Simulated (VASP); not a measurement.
# B32N33 (a cell with a defect) in VASP: single point with HSE06

Aim: the single point of B32N33 (a cell with a defect) with HSE06.

Program: VASP 6.6.1. These are calculated values, not measurements. Logs are shortened: lines on timing, memory, paths and dates and some standing lists are left out, and cuts for length are marked.

### 1 The cell of the first run

The cell holds a defect, 65 atoms: a = 7.212 Å, b = 7.212 Å, c = 7.212 Å, α = 90.00°, β = 90.00°, γ = 90.00°.

### 2 Single point, HSE06, collinear spin

Contents of POSCAR:

```
B32N33
1.0
    7.2115910000      0.0000000000      0.0000000000
    0.0000000000      7.2115910000      0.0000000000
    0.0000000000      0.0000000000      7.2115910000
B N
32 33
Direct
    0.0001930000      0.9998240000      0.9993690000
    0.9995920000      0.9992290000      0.4995020000
    0.9995900000      0.4998990000      0.9988100000
    0.9946270000      0.5021270000      0.5016780000
    0.5002590000      0.9992400000      0.9988130000
    0.5025070000      0.9942560000      0.5017040000
    0.5025270000      0.5021820000      0.9937570000
    0.5021850000      0.5019800000      0.5015820000
    0.2485200000      0.2481620000      0.9943180000
    0.2490360000      0.2486280000      0.5013600000
    0.2504790000      0.7508080000      0.9987680000
    0.2484450000      0.7550320000      0.5014210000
    0.7511670000      0.2501120000      0.9987530000
    0.7553820000      0.2481020000      0.5014080000
    0.7506680000      0.7503130000      0.9992910000
    0.7512040000      0.7508260000      0.4994590000
    0.2485840000      0.9947760000      0.2477640000
    0.2504310000      0.9992190000      0.7503590000
    0.2489860000      0.5018330000      0.2481380000
    0.2484890000      0.5018300000      0.7545680000
    0.7511300000      0.9992090000      0.2496590000
    0.7507020000      0.9997220000      0.7498880000
    0.7554270000      0.5018220000      0.2476800000
    0.7511630000      0.4998990000      0.7503780000
    0.9951590000      0.2481810000      0.2477390000
    0.9995670000      0.2500630000      0.7503530000
    0.9995700000      0.7507660000      0.2496700000
    0.0000800000      0.7503430000      0.7498810000
    0.5023610000      0.2486300000      0.2482930000
    0.5021740000      0.2481700000      0.7545380000
    0.5022010000      0.7550450000      0.2476850000
    0.5002600000      0.7508020000      0.7503840000
    0.1258200000      0.1254770000      0.1250100000
    0.1238160000      0.1234970000      0.6269760000
    0.1237920000      0.6274220000      0.1230570000
    0.1253930000      0.6254920000      0.6250190000
    0.6277140000      0.1234810000      0.1230630000
    0.6258010000      0.1250790000      0.6250020000
    0.6258170000      0.6254840000      0.1246130000
    0.6274450000      0.6271050000      0.6266900000
    0.3759110000      0.3757160000      0.1012290000
    0.3760670000      0.3757630000      0.6466240000
    0.3757450000      0.8752720000      0.1219500000
    0.3756480000      0.8751400000      0.6279180000
    0.8756070000      0.3754190000      0.1219360000
    0.8754580000      0.3753290000      0.6279010000
    0.8757060000      0.8753930000      0.1244350000
    0.8756820000      0.8753570000      0.6253280000
    0.3759590000      0.1018370000      0.3753040000
    0.3757030000      0.1223870000      0.8747870000
    0.3760220000      0.6472290000      0.3753490000
    0.3756960000      0.6283670000      0.8746710000
    0.8755560000      0.1223820000      0.3749670000
    0.8757500000      0.1248830000      0.8749450000
    0.8755110000      0.6283360000      0.3748910000
    0.8756310000      0.6257720000      0.8749060000
    0.1021930000      0.3756430000      0.3752090000
    0.1226890000      0.3753780000      0.8747970000
    0.1227000000      0.8752320000      0.3749710000
    0.1252060000      0.8754290000      0.8749380000
    0.6475460000      0.3756730000      0.3753240000
    0.6286830000      0.3753710000      0.8746600000
    0.6286730000      0.8751810000      0.3748850000
    0.6260930000      0.8753120000      0.8749120000
    0.3735620000      0.3731800000      0.3724050000
```

Contents of INCAR.step1:

```
SYSTEM = B32N33
PREC = Accurate
ENCUT = 520
EDIFF = 1E-5
ISMEAR = -1
SIGMA = 0.05
LREAL = Auto
LASPH = .True.
NELM = 200
ALGO = Normal
ISIF = 2
LWAVE = .True.
LCHARG = .False.
ISPIN = 2
MAGMOM = 0 0 0 0 0 0 0 0.091 0 0.091 0 0 0 0 0 0 0 0 0.091 0 0 0 0 0 0 0 0 0 0.091 0 0 0 0 0 0 0 0 0 0 0 0.091 0.091 0 0 0 0 0 0 0.091 0 0.091 0 0 0 0 0 0.091 0 0 0 0.091 0 0 0 0.091
LORBIT = 11
GGA = PE
ISYM = -1
NBANDS = 172
GGA_COMPAT = .False.
```

Contents of INCAR.step2:

```
SYSTEM = B32N33
PREC = Accurate
ENCUT = 520
EDIFF = 1E-6
ISMEAR = -1
SIGMA = 0.05
LREAL = Auto
LASPH = .True.
NELM = 200
ALGO = Normal
ISIF = 2
LWAVE = .False.
LCHARG = .False.
ISPIN = 2
MAGMOM = 0 0 0 0 0 0 0 0.091 0 0.091 0 0 0 0 0 0 0 0 0.091 0 0 0 0 0 0 0 0 0 0.091 0 0 0 0 0 0 0 0 0 0 0 0.091 0.091 0 0 0 0 0 0 0.091 0 0.091 0 0 0 0 0 0.091 0 0 0 0.091 0 0 0 0.091
LORBIT = 11
GGA = PE
LHFCALC = .True.
HFSCREEN = 0.2079
PRECFOCK = Fast
ISTART = 1
ISYM = -1
NBANDS = 172
GGA_COMPAT = .False.
```

Contents of KPOINTS:

```
explicit points
1
Reciprocal
  0.25000000   0.25000000   0.25000000 1
```

Potentials or basis: VASP PAW PBE potentials, release 64 (B, N).

Run with:

```sh
> cat potpaw_PBE.64/B/POTCAR potpaw_PBE.64/N/POTCAR > POTCAR
> cp INCAR.step1 INCAR
> mpirun -np 1 vasp_std > vasp.out
> cp INCAR.step2 INCAR
> mpirun -np 1 vasp_std > vasp.out
```

OUTCAR:

```text
SYSTEM = B32N33
   PREC = Accurate
   ENCUT = 520
   EDIFF = 1E-6
   ISMEAR = -1
   LREAL = Auto
   LASPH = .True.
   NELM = 200
   ISIF = 2
   ISPIN = 2
   LORBIT = 11
   GGA = PE
   LHFCALC = .True.
   HFSCREEN = 0.2079
   PRECFOCK = Fast
   ISTART = 1
   ISYM = -1

 ion  position               nearest neighbor table
   1  0.000  1.000  0.999-  60 1.56  54 1.56  47 1.56  33 1.57
   2  1.000  0.999  0.500-  59 1.55  53 1.55  48 1.56  34 1.57
   3  1.000  0.500  0.999-  45 1.55  58 1.55  56 1.56  35 1.57
   4  0.995  0.502  0.502-  57 1.51  55 1.55  46 1.55  36 1.57
   5  0.500  0.999  0.999-  43 1.55  50 1.55  64 1.56  37 1.57
   6  0.503  0.994  0.502-  49 1.51  63 1.55  44 1.55  38 1.57
   7  0.503  0.502  0.994-  41 1.51  62 1.55  52 1.55  39 1.57
   8  0.502  0.502  0.502-  40 1.56  65 1.61  42 1.66  51 1.66  61 1.66
   9  0.249  0.248  0.994-  41 1.51  50 1.55  58 1.55  33 1.57
  10  0.249  0.249  0.501-  34 1.57  65 1.57  42 1.67  49 1.67  57 1.67
  11  0.250  0.751  0.999-  52 1.55  43 1.55  60 1.56  35 1.56
  12  0.248  0.755  0.501-  51 1.51  59 1.55  44 1.56  36 1.57
  13  0.751  0.250  0.999-  62 1.55  45 1.55  54 1.56  37 1.56
  14  0.755  0.248  0.501-  61 1.51  53 1.55  46 1.56  38 1.57
  15  0.751  0.750  0.999-  56 1.56  64 1.56  39 1.56  47 1.56
  16  0.751  0.751  0.499-  55 1.55  63 1.55  40 1.56  48 1.56
  17  0.249  0.995  0.248-  49 1.51  43 1.55  59 1.55  33 1.57
[... 46 lines left out ...]
  64  0.626  0.875  0.875-   5 1.56  15 1.56  22 1.56  32 1.56
  65  0.374  0.373  0.372-  29 1.57  19 1.57  10 1.57   8 1.61

IMPORTANT INFORMATION: All symmetrisations will be switched off!
NOSYMM: (Re-)initialisation of all symmetry stuff for point group C_1.

----------------------------------------------------------------------------------------

                                     Primitive cell

  volume of cell :     375.0535

  direct lattice vectors                    reciprocal lattice vectors
     7.211591000  0.000000000  0.000000000     0.138665656  0.000000000  0.000000000
     0.000000000  7.211591000  0.000000000     0.000000000  0.138665656  0.000000000
     0.000000000  0.000000000  7.211591000     0.000000000  0.000000000  0.138665656

  length of vectors
     7.211591000  7.211591000  7.211591000     0.138665656  0.138665656  0.138665656

  position of ions in fractional coordinates (direct lattice)
     0.000193000  0.999824000  0.999369000
     0.999592000  0.999229000  0.499502000
     0.999590000  0.499899000  0.998810000
     0.994627000  0.502127000  0.501678000
     0.500259000  0.999240000  0.998813000
     0.502507000  0.994256000  0.501704000
[... 57 lines left out ...]
     0.626093000  0.875312000  0.874912000
     0.373562000  0.373180000  0.372405000

  ion indices of the primitive-cell ions
   primitive index   ion index
                 1           1
                 2           2
                 3           3
                 4           4
                 5           5
                 6           6
[... 57 lines left out ...]
                64          64
                65          65

----------------------------------------------------------------------------------------

 KPOINTS: explicit points

Read explicit list of k-points.

 Found      1 k-points:

 Following reciprocal coordinates:
            Coordinates               Weight
  0.250000  0.250000  0.250000      1.000000
   k-points           NKPTS =      1   k-points in BZ     NKDIM =      1   number of bands    NBANDS=    172
   number of dos      NEDOS =    301   number of ions     NIONS =     65
   total plane-waves  NPLWV = 157464
   dimension x,y,z NGX =    54 NGY =   54 NGZ =   54
   dimension x,y,z NGXF=   108 NGYF=  108 NGZF=  108
   ions per type =              32  33
   NGX,Y,Z   is equivalent  to a cutoff of  12.45, 12.45, 12.45 a.u.
   NGXF,Y,Z  is equivalent  to a cutoff of  24.90, 24.90, 24.90 a.u.
 SYSTEM =  B32N33
   PREC   = accura    normal or accurate (medium, high low for compatibility)
   ISTART =      1    job   : 0-new  1-cont  2-samecut
[... 23 lines left out ...]
   EFERMI_NEDOS =   21; number of points for ismear=-14 and -15
   IALGO  =     38    algorithm
   IMIX   =      1    mixing-type and parameters
     AMIX     =   0.40;   BMIX     =  1.00
     AMIX_MAG =   1.60;   BMIX_MAG =  1.00
  volume/ion in A,a.u.               =       5.77        38.94
  Fermi-wavevector in a.u.,A,eV,Ry     =   1.450743  2.741507 28.635586  2.104656
  Thomas-Fermi vector in A             =   2.568320
   LORBIT       =     11    0 simple, 1 ext, 2 COOP (PROOUT), +10 PAW based schemes
   GGA     = PE    functional components
   LHFCALC =     T    Hartree Fock is set to
   PRECFOCK=fast      Normal, Fast or Accurate (Low or Medium for compatibility)
   ENCUT4O =  -1.0   cutoff for four orbital integrals eV
   NKREDX  =     1    reduce k-point grid by
   NKREDY  =     1    reduce k-point grid by
   NKREDZ  =     1    reduce k-point grid by
   AEXX    =    0.2500 exact exchange contribution
   HFSCREEN=    0.2079 screening length (either q_TF or 0.3 A-1)
   HFSCREENC=   0.2079 screening length for correlation (either q_TF or 0.3 A-1)
   ENCUTFOCK=  -1.0 apply spherical cutoff to Coloumb kernel
   IVDW    =     0    specifies the selected vdW correction
   LEPSILON=     F    determine dielectric tensor
   LRPA    =     F    only Hartree local field effects (RPA)
 spin polarized calculation
  energy-cutoff  :      520.00
  volume of cell :      375.05
 maximum number of plane-waves:     10107
 NGX is ok and might be reduce to    54
  NGX = 28; NGY = 28; NGZ = 28

 number of electron     261.0000058 magnetization       2.9999990

 Free energy of the ion-electron system (eV)
  ---------------------------------------------------
  ext. energy  EPLUGINS =         0.00000000
  ---------------------------------------------------
  free energy    TOTEN  =      -645.73001609 eV

  energy without entropy =     -645.73001609  energy(sigma->0) =     -645.73001609

 E-fermi :   9.1076     XC(G=0): -10.5876

 val. band max:        7.8133740245   @ k =   0.2500   0.2500   0.2500
 cond. band min:      10.5876883188   @ k =   0.2500   0.2500   0.2500
 fundamental gap:      2.7743142942
 Fermi energy:         9.1075677927

 spin component 1

 k-point     1 :       0.2500    0.2500    0.2500
  band No.  band energies     occupation
      1     -16.2241      1.00000
      2     -14.7800      1.00000
      3     -14.0838      1.00000
      4     -14.0834      1.00000
      5     -13.4747      1.00000
      6     -13.0710      1.00000
[... 134 lines left out ...]
    141      16.4894      0.00000
    142      16.5535      0.00000
 Fermi energy:         9.1075677927

 spin component 2

 k-point     1 :       0.2500    0.2500    0.2500
  band No.  band energies     occupation
      1     -15.3478      1.00000
      2     -14.4621      1.00000
      3     -14.0072      1.00000
      4     -14.0069      1.00000
      5     -13.2857      1.00000
      6     -12.9981      1.00000
[... 134 lines left out ...]
    141      16.5234      0.00000
    142      16.6061      0.00000
 [bands above 142 left out]

------------------------ aborting loop because EDIFF is reached ----------------------------------------

  FORCE on cell =-STRESS in cart. coord.  units (eV):
  Direction    XX          YY          ZZ          XY          YZ          ZX
  --------------------------------------------------------------------------------------
  -------------------------------------------------------------------------------------
  Total       19.7965707     19.7897210     19.7972393     -3.0677860     -3.0233233     -3.0197269
  in kB       84.5682381     84.5389772     84.5710945    -13.1051615    -12.9152229    -12.8998596
  external PRESSURE =      84.5594366 kB  Pullay stress =       0.0000000 kB

 VOLUME and BASIS-vectors are now :
 -----------------------------------------------------------------------------
  energy-cutoff  :      520.00
  volume of cell :      375.05
      direct lattice vectors                 reciprocal lattice vectors
     7.211591000  0.000000000  0.000000000     0.138665656  0.000000000  0.000000000
     0.000000000  7.211591000  0.000000000     0.000000000  0.138665656  0.000000000
     0.000000000  0.000000000  7.211591000     0.000000000  0.000000000  0.138665656

 POSITION                                       TOTAL-FORCE (eV/Angst)
 -----------------------------------------------------------------------------------
      0.00139      7.21032      7.20704        -0.000346      0.008368      0.014617
      7.20865      7.20603      3.60220         0.001492      0.011102     -0.000231
      7.20863      3.60507      7.20301         0.000084      0.012562     -0.002220
      7.17284      3.62113      3.61790        -0.015987      0.027016      0.034102
      3.60766      7.20611      7.20303         0.001581      0.007579     -0.002548
      3.62387      7.17017      3.61808         0.017069     -0.011241      0.034363
[... 57 lines left out ...]
      4.51513      6.31239      6.30951        -0.019135      0.000511     -0.012630
      2.69398      2.69122      2.68563        -0.010716     -0.009793     -0.013725
 -----------------------------------------------------------------------------------
    total drift:                                0.019132      0.006715      0.004520

  FREE ENERGIE OF THE ION-ELECTRON SYSTEM (eV)
  ---------------------------------------------------
  free  energy   TOTEN  =      -645.7300160902 eV

  energy  without entropy=     -645.7300160901  energy(sigma->0) =     -645.73001609

 total charge

# of ion       s       p       d       tot
------------------------------------------
    1        0.684   1.362   0.000   2.046
    2        0.688   1.377   0.000   2.065
    3        0.688   1.377   0.000   2.065
    4        0.693   1.398   0.000   2.091
    5        0.688   1.377   0.000   2.065
    6        0.693   1.399   0.000   2.092
[... 57 lines left out ...]
   64        1.220   2.786   0.000   4.006
   65        1.422   2.486   0.000   3.908
--------------------------------------------------
tot         62.531 135.177   0.000 197.708

 magnetization (x)

# of ion       s       p       d       tot
------------------------------------------
    1       -0.000  -0.000   0.000  -0.001
    2        0.000   0.000   0.000   0.000
    3        0.000   0.000   0.000   0.000
    4        0.001   0.002   0.000   0.003
    5        0.000   0.000   0.000   0.000
    6        0.001   0.002   0.000   0.003
[... 57 lines left out ...]
   64        0.000   0.002   0.000   0.002
   65        0.026   1.149   0.000   1.176
--------------------------------------------------
tot          0.144   2.318   0.000   2.462
```

Wall time 15 min (1 thread of AMD EPYC 9R45 (Zen 5), shared host); peak memory 0.7 GiB.

Results:

```
Free energy                                           : -645.7300 eV
Pressure                                              : 8.5 GPa
Largest force                                         : 0.423 eV/Å
Band gap on the k mesh                                : 2.77 eV
Net moment                                            : 3.00 μB per cell
Site moments                                          : B -0.00, +0.00, -0.03 (each value once); N +0.01, +0.04, +0.03, +0.19, +0.17, +0.00, +1.18 (each value once) μB
Valence electrons inside the program's atomic spheres : B 2.05, 2.06, 2.09, 1.93, 2.07, 2.08 (each value once); N 3.99, 4.00, 3.97, 3.98, 4.02, 4.01, 3.91 (each value once)
```

Forces on the atoms (eV/Å):
```
B    0.000  0.008  0.015
B    0.001  0.011  0.000
B    0.000  0.013 -0.002
B   -0.016  0.027  0.034
B    0.002  0.008 -0.003
B    0.017 -0.011  0.034
B    0.016  0.023 -0.003
B    0.208  0.196  0.196
B    0.001  0.008 -0.010
B   -0.230 -0.221  0.268
B    0.005  0.017  0.003
B   -0.005  0.032  0.024
B    0.008  0.016  0.004
B    0.027  0.000  0.026
B    0.008  0.013  0.006
B   -0.003  0.007  0.001
B   -0.009 -0.004  0.007
B    0.016  0.004  0.013
B   -0.235  0.272 -0.223
B   -0.010  0.024  0.027
B    0.019  0.005  0.015
B   -0.004  0.009  0.008
B    0.013  0.024  0.004
B    0.009  0.003  0.004
B   -0.014  0.005  0.009
B   -0.002  0.025  0.011
B   -0.003  0.027  0.011
B    0.002  0.003  0.011
B    0.248 -0.227 -0.233
B    0.020 -0.009  0.030
B    0.016  0.022  0.004
B   -0.003  0.018  0.005
N    0.002 -0.006  0.007
N    0.047  0.041 -0.075
N    0.054 -0.070  0.033
N    0.002 -0.026 -0.012
N   -0.057  0.047  0.034
N   -0.015 -0.005 -0.007
N   -0.020 -0.026  0.010
N   -0.035 -0.034 -0.049
N   -0.007 -0.027  0.320
N   -0.009 -0.010 -0.312
N   -0.013 -0.014 -0.009
N    0.006 -0.011 -0.003
N   -0.009 -0.024 -0.009
N    0.000 -0.004 -0.003
N    0.004 -0.006  0.012
N   -0.009 -0.015 -0.024
N   -0.019  0.312 -0.032
N   -0.002 -0.007 -0.009
N    0.008 -0.324 -0.018
N   -0.008 -0.005 -0.009
N    0.006 -0.012 -0.019
N   -0.010  0.008 -0.002
N   -0.016 -0.003 -0.003
N    0.007 -0.026 -0.012
N    0.316 -0.031 -0.025
N   -0.001 -0.009 -0.013
N   -0.003 -0.002 -0.018
N    0.017 -0.017  0.000
N   -0.312  0.006 -0.017
N    0.001 -0.015 -0.005
N    0.005 -0.024 -0.001
N   -0.019  0.001 -0.013
N   -0.011 -0.010 -0.014
```

Caveat: the PAW data sets were made with another functional, which shifts forces and pressure a little.
